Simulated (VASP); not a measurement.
# Re in VASP: further runs

Re is run at these levels: PBE; tasks: single point.

All numbers are computed with VASP 6.6.1; they aren't measurements. Logs are shortened: lines on timing, memory, paths and dates and some standing lists are left out, and cuts for length are marked.

### Step 1. The cell of the first run

It takes space group I4/mmm (No. 139, tetragonal). The conventional cell has a = 2.769 Å, b = 2.769 Å, c = 4.346 Å, α = 90.00°, β = 90.00°, γ = 90.00°. Re (site symmetry 4/mmm) has 12 Re at 2.77 to 2.92 Å within 3.6 Å.

### Step 2. Single point, PBE (normal strain along x +0.0000, normal strain along z +0.1100)

Input file INCAR:

```
ALGO = Normal
EDIFF = 1E-6
ENCUT = 520
GGA = PE
ISIF = 2
ISMEAR = 0
LASPH = True
LCHARG = False
LREAL = False
LWAVE = False
NBANDS = 10
NELM = 100
PREC = Accurate
SIGMA = 0.15
```

Input file KPOINTS:

```
k-points
0
Gamma
  10 10 10
```

Input file POSCAR:

```
Re
1.0
    0.0000000000      1.9577236186      2.1730732166
    1.9577236186      0.0000000000      2.1730732166
    1.9577236186      1.9577236186      0.0000000000
Re
1
Direct
    0.0000000000      0.0000000000      0.0000000000
```

Potentials or basis: VASP PAW PBE potentials, release 64 (Re).

Command:

```sh
$ cat potpaw_PBE.64/Re/POTCAR > POTCAR
$ mpirun -np 1 vasp_std > vasp.out
```

OUTCAR:

```text
EDIFF = 1E-6
   ENCUT = 520
   GGA = PE
   ISIF = 2
   ISMEAR = 0
   LASPH = True
   LREAL = False
   NELM = 100
   PREC = Accurate

 ion  position               nearest neighbor table
   1  0.000  0.000  0.000-

  LATTYP: Found a body centered tetragonal cell.
 ALAT       =     2.7686392928
 C/A-ratio  =     1.5697770542

  Lattice vectors:

 A1 = (  -1.9577236186,   0.0000000000,   2.1730732166)
 A2 = (   1.9577236186,   0.0000000000,   2.1730732166)
 A3 = (   0.0000000000,   1.9577236186,  -2.1730732166)

Analysis of symmetry for initial positions (statically):
=====================================================================
 Subroutine PRICEL returns:
 Original cell was already a primitive cell.

 Routine SETGRP: Setting up the symmetry group for a
 body centered tetragonal supercell.

 Subroutine GETGRP returns: Found 16 space group operations
 (whereof 16 operations were pure point group operations)
 out of a pool of 16 trial point group operations.

The static configuration has the point symmetry D_4h.

Analysis of symmetry for dynamics (positions and initial velocities):
=====================================================================
 Subroutine PRICEL returns:
 Original cell was already a primitive cell.

 Routine SETGRP: Setting up the symmetry group for a
 body centered tetragonal supercell.

 Subroutine GETGRP returns: Found 16 space group operations
 (whereof 16 operations were pure point group operations)
 out of a pool of 16 trial point group operations.

The dynamic configuration has the point symmetry D_4h.

 Subroutine INISYM returns: Found 16 space group operations
 (whereof 16 operations are pure point group operations),
 and found     1 'primitive' translations

----------------------------------------------------------------------------------------

                                     Primitive cell

  volume of cell :      16.6574

  direct lattice vectors                    reciprocal lattice vectors
     0.000000000  1.957723619  2.173073217    -0.255398666  0.255398666  0.230088888
     1.957723619  0.000000000  2.173073217     0.255398666 -0.255398666  0.230088888
     1.957723619  1.957723619  0.000000000     0.255398666  0.255398666 -0.230088888

  length of vectors
     2.924881018  2.924881018  2.768639293     0.428249756  0.428249756  0.428249756

  position of ions in fractional coordinates (direct lattice)
     0.000000000  0.000000000  0.000000000

  ion indices of the primitive-cell ions
   primitive index   ion index
                 1           1

----------------------------------------------------------------------------------------

 KPOINTS: k-points

Automatic generation of k-mesh.
 Grid dimensions read from file:
 generate k-points for:   10   10   10

 Generating k-lattice:

  Cartesian coordinates                     Fractional coordinates (reciprocal lattice)
    -0.025539867  0.025539867  0.023008889     0.100000000  0.000000000  0.000000000
     0.025539867 -0.025539867  0.023008889     0.000000000  0.100000000  0.000000000
     0.025539867  0.025539867 -0.023008889     0.000000000  0.000000000  0.100000000

  Length of vectors
     0.042824976  0.042824976  0.042824976

  Shift w.r.t. Gamma in fractional coordinates (k-lattice)
     0.000000000  0.000000000  0.000000000

 Subroutine IBZKPT returns following result:
 ===========================================

 Found    102 irreducible k-points:

 Following reciprocal coordinates:
            Coordinates               Weight
  0.000000  0.000000  0.000000      1.000000
  0.100000  0.000000  0.000000      8.000000
  0.200000  0.000000  0.000000      8.000000
  0.300000  0.000000  0.000000      8.000000
  0.400000  0.000000  0.000000      8.000000
  0.500000  0.000000  0.000000      4.000000
[... 16 lines left out ...]
  0.300000  0.300000  0.000000      2.000000
  0.400000  0.300000  0.000000      8.000000
 [... further k-points ...]
   k-points           NKPTS =    102   k-points in BZ     NKDIM =    102   number of bands    NBANDS=     10
   number of dos      NEDOS =    301   number of ions     NIONS =      1
   total plane-waves  NPLWV =  13824
   dimension x,y,z NGX =    24 NGY =   24 NGZ =   24
   dimension x,y,z NGXF=    48 NGYF=   48 NGZF=   48
   ions per type =               1
   NGX,Y,Z   is equivalent  to a cutoff of  13.64, 13.64, 14.41 a.u.
   NGXF,Y,Z  is equivalent  to a cutoff of  27.28, 27.28, 28.82 a.u.
 SYSTEM =  unknown system
   PREC   = accura    normal or accurate (medium, high low for compatibility)
   ISTART =      0    job   : 0-new  1-cont  2-samecut
   ICHARG =      2    charge: 1-file 2-atom 10-const
   ISPIN  =      1    spin polarized calculation?
   LNONCOLLINEAR =      F non collinear calculations
   LSORBIT =      F    spin-orbit coupling
   LASPH  =      T    aspherical Exc in radial PAW
   ENCUT  =  520.0 eV  38.22 Ry    6.18 a.u.   5.44  5.44  5.15*2*pi/ulx,y,z
   NELM   =    100;   NELMIN=  2; NELMDL= -5     # of ELM steps
   EDIFF  = 0.1E-05   stopping-criterion for ELM
   LREAL  =      F    real-space projection
   EDIFFG = 0.1E-04   stopping-criterion for IOM
   NSW    =      0    number of steps for IOM
   IBRION =     -1    ionic relax: 0-MD 1-quasi-New 2-CG
   NFREE  =      0    steps in history (QN), initial steepest desc. (CG)
   ISIF   =      2    stress and relaxation
   ISYM   =      2    0-nonsym 1-usesym 2-fastsym
   POTIM  = 0.5000    time-step for ionic-motion
   TEBEG  =    0.0;   TEEND  =   0.0 temperature during run
   PSTRESS=    0.0 pullay stress
   NELECT =       7.0000    total number of electrons
   NUPDOWN=      -1.0000    fix difference up-down
   EMIN   =  10.00;   EMAX   =-10.00  energy-range for DOS
   EFERMI =   0.00;   METHOD = LEGACY
   ISMEAR =     0;   SIGMA  =   0.15  broadening in eV -4-tet -1-fermi 0-gaus
   EFERMI_NEDOS =   21; number of points for ismear=-14 and -15
   IALGO  =     38    algorithm
   IMIX   =      4    mixing-type and parameters
     AMIX     =   0.40;   BMIX     =  1.00
     AMIX_MAG =   1.60;   BMIX_MAG =  1.00
  volume/ion in A,a.u.               =      16.66       112.41
  Fermi-wavevector in a.u.,A,eV,Ry     =   1.226230  2.317238 20.458252  1.503639
  Thomas-Fermi vector in A             =   2.361238
   LORBIT       =      0    0 simple, 1 ext, 2 COOP (PROOUT), +10 PAW based schemes
   GGA     = PE    functional components
   LHFCALC =     F    Hartree Fock is set to
   AEXX    =    0.0000 exact exchange contribution
   IVDW    =     0    specifies the selected vdW correction
   LEPSILON=     F    determine dielectric tensor
   LRPA    =     F    only Hartree local field effects (RPA)
 non-spin polarized calculation
 Gauss-broadening in eV      SIGMA  =   0.15
  energy-cutoff  :      520.00
  volume of cell :       16.66
 maximum number of plane-waves:       461
 NGX is ok and might be reduce to    24
   NGX = 11   NGY = 11   NGZ = 11

 number of electron       7.0000000 magnetization

 Free energy of the ion-electron system (eV)
  ---------------------------------------------------
  ext. energy  EPLUGINS =         0.00000000
  ---------------------------------------------------
  free energy    TOTEN  =       -12.11324463 eV

  energy without entropy =      -12.10028846  energy(sigma->0) =      -12.10676655

 E-fermi :   6.7136     XC(G=0): -13.0515

 val. band max:        6.7131456588   @ k =   0.4000   0.2000   0.1000
 cond. band min:       6.7396604312   @ k =  -0.3000   0.1000   0.3000
 fundamental gap:      0.0265147724
 Fermi energy:         6.7135769440

 k-point     1 :       0.0000    0.0000    0.0000
  band No.  band energies     occupation
      1      -2.5774      2.00000
      2       4.2149      2.00000
      3       5.6019      2.00000
      4       5.6019      2.00000
      5       6.6933      1.15187
      6       8.5660      0.00000
      7      20.6274      0.00000
      8      23.5997      0.00000
      9      26.4368      0.00000
     10      26.4368      0.00000

 k-point     2 :       0.1000    0.0000    0.0000
  band No.  band energies     occupation
      1      -2.1765      2.00000
      2       4.3034      2.00000
      3       5.4012      2.00000
      4       5.7776      2.00000
      5       6.6872      1.19641
      6       8.3633      0.00000
      7      21.3412      0.00000
      8      23.4415      0.00000
      9      25.3817      0.00000
     10      27.1735      0.00000

 k-point     3 :       0.2000    0.0000    0.0000
  band No.  band energies     occupation
      1      -1.1114      2.00000
      2       4.3204      2.00000
      3       5.0177      2.00000
      4       6.1163      2.00000
      5       7.0790      0.00057
      6       8.0644      0.00000
      7      21.2722      0.00000
      8      22.9083      0.00000
      9      26.7449      0.00000
     10      29.1155      0.00000

 k-point     4 :       0.3000    0.0000    0.0000
  band No.  band energies     occupation
      1       0.0758      2.00000
      2       4.5045      2.00000
      3       4.6984      2.00000
      4       6.0668      2.00000
      5       8.1859      0.00000
      6       8.3824      0.00000
      7      18.9665      0.00000
      8      22.1702      0.00000
      9      28.4177      0.00000
     10      29.5458      0.00000
[... 222 lines left out ...]
 k-point    22 :      -0.2000    0.2000    0.0000
  band No.  band energies     occupation
      1       1.0065      2.00000
      2       3.5122      2.00000
      3       4.6337      2.00000
      4       6.7049      1.06508
      5       7.2093      0.00000
      6      10.0756      0.00000
      7      19.0322      0.00000
      8      22.4581      0.00000
      9      25.3038      0.00000
     10      25.6573      0.00000

 k-point    23 :       0.3000    0.3000    0.0000
  band No.  band energies     occupation
      1       0.4616      2.00000
      2       2.4468      2.00000
      3       4.9796      2.00000
      4       8.1086      0.00000
      5       8.1086      0.00000
      6       9.4130      0.00000
      7      22.1702      0.00000
      8      22.9953      0.00000
      9      22.9953      0.00000
     10      26.5402      0.00000

 k-point    24 :       0.4000    0.3000    0.0000
  band No.  band energies     occupation
      1       1.0138      2.00000
      2       2.3380      2.00000
      3       5.0672      2.00000
      4       8.4074      0.00000
      5       9.3887      0.00000
      6       9.7539      0.00000
      7      19.1515      0.00000
      8      21.2204      0.00000
      9      22.0784      0.00000
     10      27.3585      0.00000

 [... further k-points ...]
[... 5 lines left out ...]
  --------------------------------------------------------------------------------------
  -------------------------------------------------------------------------------------
  Total       -2.3042399     -2.3042399     -4.5578418      0.0000000      0.0000000      0.0000000
  in kB     -221.6313306   -221.6313306   -438.3920914      0.0000000      0.0000000      0.0000000
  external PRESSURE =    -293.8849175 kB  Pullay stress =       0.0000000 kB

 VOLUME and BASIS-vectors are now :
 -----------------------------------------------------------------------------
  energy-cutoff  :      520.00
  volume of cell :       16.66
      direct lattice vectors                 reciprocal lattice vectors
     0.000000000  1.957723619  2.173073217    -0.255398666  0.255398666  0.230088888
     1.957723619  0.000000000  2.173073217     0.255398666 -0.255398666  0.230088888
     1.957723619  1.957723619  0.000000000     0.255398666  0.255398666 -0.230088888

 POSITION                                       TOTAL-FORCE (eV/Angst)
 -----------------------------------------------------------------------------------
      0.00000      0.00000      0.00000         0.000000      0.000000      0.000000
 -----------------------------------------------------------------------------------
    total drift:                                0.000000      0.000000     -0.000000

  FREE ENERGIE OF THE ION-ELECTRON SYSTEM (eV)
  ---------------------------------------------------
  free  energy   TOTEN  =       -12.1132446314 eV

  energy  without entropy=      -12.1002884631  energy(sigma->0) =      -12.10676655
```

Wall time 16 s (1 thread of AMD EPYC 7R43 (Zen 3), shared host); peak memory 0.12 GiB.

Results:

- Free energy: -12.1132 eV
- Pressure: -29.4 GPa

Caveat: the cell differs from its parent crystal (normal strain along x +0.0000, normal strain along z +0.1100); spin-orbit coupling is left out, which moves the levels of the heavy elements.

(Part 1 of 2 ends here.)
